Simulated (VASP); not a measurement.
# Br (P-1) in VASP: notebook

The runs below take Br through single point, with PBEsol.

Everything below comes from runs of VASP 6.6.1. Logs are shortened: lines on timing, memory, paths and dates and some standing lists are left out, and cuts for length are marked.

### 1 The cell of the first run

The typed cell holds 1 atom: a = 3.998 Å, b = 3.986 Å, c = 3.960 Å, α = 139.12°, β = 138.70°, γ = 59.89°.

### 2 Single point, PBEsol (the cell strained at random)

File INCAR:

```
SYSTEM = Br
PREC = Accurate
ENCUT = 520
EDIFF = 1E-6
ISMEAR = 0
SIGMA = 0.1
LREAL = .False.
LASPH = .True.
NELM = 80
ALGO = Normal
ISIF = 2
LWAVE = .False.
LCHARG = .False.
GGA = PS
NBANDS = 10
```

File KPOINTS:

```
regular mesh
0
Gamma
  14 14 18
  0 0 0
```

File POSCAR:

```
Br
1.0
   -1.3963636226      1.4301377527      3.4622032539
    1.4058082685     -1.4036641241      3.4554274334
    1.3688617629      1.3761622644     -3.4516694153
Br
1
Direct
    0.0000000000      0.0000000000      0.0000000000
```

Potentials or basis: VASP PAW PBE potentials, release 64 (Br).

Command:

```
cat potpaw_PBE.64/Br/POTCAR > POTCAR
mpirun -np 1 vasp_std > vasp.out
```

OUTCAR:

```text
SYSTEM = Br
   PREC = Accurate
   ENCUT = 520
   EDIFF = 1E-6
   ISMEAR = 0
   LREAL = .False.
   LASPH = .True.
   NELM = 80
   ISIF = 2
   GGA = PS

 ion  position               nearest neighbor table
   1  0.000  0.000  0.000-

  LATTYP: Found a triclinic cell.
 ALAT       =     2.8064545427
 B/A-ratio  =     1.4200492932
 C/A-ratio  =     1.4110342180
 COS(alpha) =     0.0025724137
 COS(beta)  =     0.3408372631
 COS(gamma) =     0.7179204700

  Lattice vectors:

 A1 = (   0.0275018597,  -2.8063000171,  -0.0105338386)
 A2 = (   2.8021718911,  -2.8338018768,  -0.0067758205)
 A3 = (  -1.3688617629,  -1.3761622644,   3.4516694153)

Analysis of symmetry for initial positions (statically):
=====================================================================
 Subroutine PRICEL returns:
 Original cell was already a primitive cell.

 Routine SETGRP: Setting up the symmetry group for a
 triclinic supercell.

 Subroutine GETGRP returns: Found  2 space group operations
 (whereof  2 operations were pure point group operations)
 out of a pool of  2 trial point group operations.

The static configuration has the point symmetry S_2 .

Analysis of symmetry for dynamics (positions and initial velocities):
=====================================================================
 Subroutine PRICEL returns:
 Original cell was already a primitive cell.

 Routine SETGRP: Setting up the symmetry group for a
 triclinic supercell.

 Subroutine GETGRP returns: Found  2 space group operations
 (whereof  2 operations were pure point group operations)
 out of a pool of  2 trial point group operations.

The dynamic configuration has the point symmetry S_2 .

 Subroutine INISYM returns: Found  2 space group operations
 (whereof  2 operations are pure point group operations),
 and found     1 'primitive' translations

----------------------------------------------------------------------------------------

                                     Primitive cell

  volume of cell :      26.9292

  direct lattice vectors                    reciprocal lattice vectors
    -1.396363623  1.430137753  3.462203254     0.003333024  0.355836261  0.143191837
     1.405808268 -1.403664124  3.455427433     0.360237739  0.002989615  0.144054891
     1.368861763  1.376162264 -3.451669415     0.363973145  0.359915075 -0.001874320

  length of vectors
     3.997746456  3.985793347  3.960003391     0.383581094  0.387984508  0.511877744

  position of ions in fractional coordinates (direct lattice)
     0.000000000  0.000000000  0.000000000

  ion indices of the primitive-cell ions
   primitive index   ion index
                 1           1

----------------------------------------------------------------------------------------

 KPOINTS: regular mesh

Automatic generation of k-mesh.
 Grid dimensions read from file:
 generate k-points for:   14   14   18

 Generating k-lattice:

  Cartesian coordinates                     Fractional coordinates (reciprocal lattice)
     0.000238073  0.025416876  0.010227988     0.071428571  0.000000000  0.000000000
     0.025731267  0.000213544  0.010289635     0.000000000  0.071428571  0.000000000
     0.020220730  0.019995282 -0.000104129     0.000000000  0.000000000  0.055555556

  Length of vectors
     0.027398650  0.027713179  0.028437652

  Shift w.r.t. Gamma in fractional coordinates (k-lattice)
     0.000000000  0.000000000  0.000000000

 Subroutine IBZKPT returns following result:
 ===========================================

 Found   1768 irreducible k-points:

 Following reciprocal coordinates:
            Coordinates               Weight
  0.000000  0.000000  0.000000      1.000000
  0.071429 -0.000000  0.000000      2.000000
  0.142857 -0.000000  0.000000      2.000000
  0.214286  0.000000  0.000000      2.000000
  0.285714  0.000000 -0.000000      2.000000
  0.357143 -0.000000  0.000000      2.000000
[... 16 lines left out ...]
 -0.000000  0.142857  0.000000      2.000000
  0.071429  0.142857  0.000000      2.000000
 [... further k-points ...]
   k-points           NKPTS =   1768   k-points in BZ     NKDIM =   1768   number of bands    NBANDS=     10
   number of dos      NEDOS =    301   number of ions     NIONS =      1
   total plane-waves  NPLWV =  27000
   dimension x,y,z NGX =    30 NGY =   30 NGZ =   30
   dimension x,y,z NGXF=    60 NGYF=   60 NGZF=   60
   ions per type =               1
   NGX,Y,Z   is equivalent  to a cutoff of  12.48, 12.51, 12.59 a.u.
   NGXF,Y,Z  is equivalent  to a cutoff of  24.95, 25.03, 25.19 a.u.
 SYSTEM =  Br
   PREC   = accura    normal or accurate (medium, high low for compatibility)
   ISTART =      0    job   : 0-new  1-cont  2-samecut
   ICHARG =      2    charge: 1-file 2-atom 10-const
   ISPIN  =      1    spin polarized calculation?
   LNONCOLLINEAR =      F non collinear calculations
   LSORBIT =      F    spin-orbit coupling
   LASPH  =      T    aspherical Exc in radial PAW
   ENCUT  =  520.0 eV  38.22 Ry    6.18 a.u.   7.43  7.41  7.36*2*pi/ulx,y,z
   NELM   =     80;   NELMIN=  2; NELMDL= -5     # of ELM steps
   EDIFF  = 0.1E-05   stopping-criterion for ELM
   LREAL  =      F    real-space projection
   EDIFFG = 0.1E-04   stopping-criterion for IOM
   NSW    =      0    number of steps for IOM
   IBRION =     -1    ionic relax: 0-MD 1-quasi-New 2-CG
   NFREE  =      0    steps in history (QN), initial steepest desc. (CG)
   ISIF   =      2    stress and relaxation
   ISYM   =      2    0-nonsym 1-usesym 2-fastsym
   POTIM  = 0.5000    time-step for ionic-motion
   TEBEG  =    0.0;   TEEND  =   0.0 temperature during run
   PSTRESS=    0.0 pullay stress
   NELECT =       7.0000    total number of electrons
   NUPDOWN=      -1.0000    fix difference up-down
   EMIN   =  10.00;   EMAX   =-10.00  energy-range for DOS
   EFERMI =   0.00;   METHOD = LEGACY
   ISMEAR =     0;   SIGMA  =   0.10  broadening in eV -4-tet -1-fermi 0-gaus
   EFERMI_NEDOS =   21; number of points for ismear=-14 and -15
   IALGO  =     38    algorithm
   IMIX   =      4    mixing-type and parameters
     AMIX     =   0.40;   BMIX     =  1.00
     AMIX_MAG =   1.60;   BMIX_MAG =  1.00
  volume/ion in A,a.u.               =      26.93       181.73
  Fermi-wavevector in a.u.,A,eV,Ry     =   1.044800  1.974385 14.852204  1.091606
  Thomas-Fermi vector in A             =   2.179568
   LORBIT       =      0    0 simple, 1 ext, 2 COOP (PROOUT), +10 PAW based schemes
   GGA     = PS    functional components
   LHFCALC =     F    Hartree Fock is set to
   AEXX    =    0.0000 exact exchange contribution
   IVDW    =     0    specifies the selected vdW correction
   LEPSILON=     F    determine dielectric tensor
   LRPA    =     F    only Hartree local field effects (RPA)
 non-spin polarized calculation
 Gauss-broadening in eV      SIGMA  =   0.10
  energy-cutoff  :      520.00
  volume of cell :       26.93
 maximum number of plane-waves:       751
 NGX is ok and might be reduce to    30
   NGX = 15   NGY = 15   NGZ = 15

 number of electron       7.0000001 magnetization

 Free energy of the ion-electron system (eV)
  ---------------------------------------------------
  ext. energy  EPLUGINS =         0.00000000
  ---------------------------------------------------
  free energy    TOTEN  =        -1.71042370 eV

  energy without entropy =       -1.70827440  energy(sigma->0) =       -1.70934905

 E-fermi :   2.1011     XC(G=0):  -9.1975

 val. band max:        2.1006738294   @ k =  -0.2857  -0.2143   0.3889
 cond. band min:       2.1032435814   @ k =  -0.3571   0.1429   0.5000
 fundamental gap:      0.0025697521
 Fermi energy:         2.1011083971

 k-point     1 :       0.0000    0.0000    0.0000
  band No.  band energies     occupation
      1     -14.6455      2.00000
      2      -0.3201      2.00000
      3       3.0532      0.00000
      4       3.3172      0.00000
      5       7.2973      0.00000
      6      11.8008      0.00000
      7      12.5222      0.00000
      8      17.8551      0.00000
      9      18.2288      0.00000
     10      18.5913      0.00000

 k-point     2 :       0.0714   -0.0000    0.0000
  band No.  band energies     occupation
      1     -14.5765      2.00000
      2      -0.3208      2.00000
      3       2.4667      0.00000
      4       3.3525      0.00000
      5       7.5097      0.00000
      6      12.1625      0.00000
      7      12.9190      0.00000
      8      16.1255      0.00000
      9      18.3279      0.00000
     10      19.6040      0.00000

 k-point     3 :       0.1429   -0.0000    0.0000
  band No.  band energies     occupation
      1     -14.3751      2.00000
      2      -0.3237      2.00000
      3       1.1352      2.00000
      4       3.4685      0.00000
      5       8.0323      0.00000
      6      12.4839      0.00000
      7      14.0285      0.00000
      8      14.7120      0.00000
      9      18.6366      0.00000
     10      20.1818      0.00000

 k-point     4 :       0.2143    0.0000    0.0000
  band No.  band energies     occupation
      1     -14.0592      2.00000
      2      -0.5846      2.00000
      3      -0.1149      2.00000
      4       3.6456      0.00000
      5       8.6844      0.00000
      6      12.5807      0.00000
      7      12.9023      0.00000
      8      16.7335      0.00000
      9      19.1088      0.00000
     10      20.7879      0.00000
[... 222 lines left out ...]
 k-point    22 :      -0.0714    0.0714    0.0000
  band No.  band energies     occupation
      1     -14.5131      2.00000
      2      -0.2268      2.00000
      3       2.5328      0.00000
      4       2.7545      0.00000
      5       7.5601      0.00000
      6      12.6287      0.00000
      7      13.2648      0.00000
      8      16.0939      0.00000
      9      16.6477      0.00000
     10      20.9724      0.00000

 k-point    23 :      -0.0000    0.1429    0.0000
  band No.  band energies     occupation
      1     -14.3601      2.00000
      2      -0.3118      2.00000
      3       1.2934      2.00000
      4       3.2324      0.00000
      5       8.0300      0.00000
      6      12.2894      0.00000
      7      14.2734      0.00000
      8      14.9723      0.00000
      9      18.2952      0.00000
     10      19.9219      0.00000

 k-point    24 :       0.0714    0.1429    0.0000
  band No.  band energies     occupation
      1     -14.2747      2.00000
      2      -0.4561      2.00000
      3       1.3199      2.00000
      4       2.6203      0.00000
      5       8.4628      0.00000
      6      12.9422      0.00000
      7      14.3533      0.00000
      8      15.1713      0.00000
      9      16.7858      0.00000
     10      21.6630      0.00000

 [... further k-points ...]

------------------------ aborting loop because EDIFF is reached ----------------------------------------

  FORCE on cell =-STRESS in cart. coord.  units (eV):
  Direction    XX          YY          ZZ          XY          YZ          ZX
  --------------------------------------------------------------------------------------
  -------------------------------------------------------------------------------------
  Total        0.2699685      0.2708110      0.1264175      0.0082714     -0.0066548     -0.0032056
  in kB       16.0620180     16.1121438      7.5213208      0.4921145     -0.3959330     -0.1907194
  external PRESSURE =      13.2318275 kB  Pullay stress =       0.0000000 kB

 VOLUME and BASIS-vectors are now :
 -----------------------------------------------------------------------------
  energy-cutoff  :      520.00
  volume of cell :       26.93
      direct lattice vectors                 reciprocal lattice vectors
    -1.396363623  1.430137753  3.462203254     0.003333024  0.355836261  0.143191837
     1.405808268 -1.403664124  3.455427433     0.360237739  0.002989615  0.144054891
     1.368861763  1.376162264 -3.451669415     0.363973145  0.359915075 -0.001874320

 POSITION                                       TOTAL-FORCE (eV/Angst)
 -----------------------------------------------------------------------------------
      0.00000      0.00000      0.00000        -0.000000      0.000000      0.000000
 -----------------------------------------------------------------------------------
    total drift:                                0.000000      0.000000      0.000000

  FREE ENERGIE OF THE ION-ELECTRON SYSTEM (eV)
  ---------------------------------------------------
  free  energy   TOTEN  =        -1.7104236977 eV

  energy  without entropy=       -1.7082744024  energy(sigma->0) =       -1.70934905
```

Run time: 3.6 min. Hardware: 1 thread of Intel Xeon 6975P-C (Granite Rapids), shared host; peak memory 0.53 GiB.

What came out:

```yaml
Free_energy: -1.7104 eV
Pressure: 1.3 GPa
Band_gap_on_the_k_mesh: zero (an odd number of electrons rules out a gap without spin polarisation)
```

Stress tensor (GPa, compression positive):
```
 1.61  0.05 -0.02
 0.05  1.61 -0.04
-0.02 -0.04  0.75
```

Caveat: the cell differs from its parent crystal (the cell strained at random); the PAW data sets were made with another functional, which shifts forces and pressure a little; an odd number of electrons without spin polarisation forces a metal; a magnetic or distorted state may lie lower.

### 3 Single point, PBEsol (the cell strained at random)

File INCAR:

```
PREC = Accurate ; ENCUT = 520
EDIFF = 1E-6 ; ISMEAR = 0
SIGMA = 0.1 ; LREAL = F
LASPH = T ; NELM = 60
ALGO = Normal ; ISIF = 2
LWAVE = F ; LCHARG = F
GGA = PS ; NBANDS = 10
```

File KPOINTS:

```
Automatic mesh
0
Gamma
  14 14 18
```

File POSCAR:

```
Br
1.0
   -1.5108257483      1.4657480342      3.7103784638
    1.4392754009     -1.4684669474      3.6829904834
    1.4966477709      1.4542889701     -3.7114603175
Br
1
Direct
    0.0000000000      0.0000000000      0.0000000000
```

Potentials or basis: VASP PAW PBE potentials, release 64 (Br).

Command:

```
cat potpaw_PBE.64/Br/POTCAR > POTCAR
mpirun -np 1 vasp_std > vasp.out
```

It took 3 min on 1 thread of Intel Xeon 6975P-C (Granite Rapids), shared host; peak memory 0.61 GiB.

Results (log left out):

```yaml
Free_energy: -1.6732 eV
Pressure: -3.4 GPa
Band_gap_on_the_k_mesh: zero (an odd number of electrons rules out a gap without spin polarisation)
```

Stress tensor (GPa, compression positive):
```
-5.04  0.08  0.09
 0.08 -5.20  0.00
 0.09  0.00 -0.07
```

Levels at points of the mesh, in eV from the Fermi level:
```tsv
k point	band 2	band 3	band 4	band 5	band 6	band 7
(0.00, 0.00, 0.00)	-1.98	0.80	0.90	5.42	9.94	10.07
(0.50, 0.00, 0.00)	-5.21	-1.57	1.59	6.58	11.78	12.32
(0.00, 0.50, 0.00)	-5.16	-1.66	1.65	6.47	11.79	12.46
(0.50, 0.50, 0.00)	-4.03	-3.70	-0.47	5.77	8.59	12.38
(0.00, 0.00, 0.50)	-3.95	-3.77	-0.49	5.77	8.45	12.49
(0.50, 0.00, 0.50)	-5.18	-1.55	1.66	6.66	11.83	12.17
(0.00, 0.50, 0.50)	-5.21	-1.57	1.59	6.59	11.78	12.31
(0.50, 0.50, 0.50)	-3.85	0.66	0.77	9.02	9.47	11.10
```

Caveat: the cell differs from its parent crystal (the cell strained at random); the stress differs along the axes, from -5 to -0 GPa; the PAW data sets were made with another functional, which shifts forces and pressure a little; an odd number of electrons without spin polarisation forces a metal; a magnetic or distorted state may lie lower.
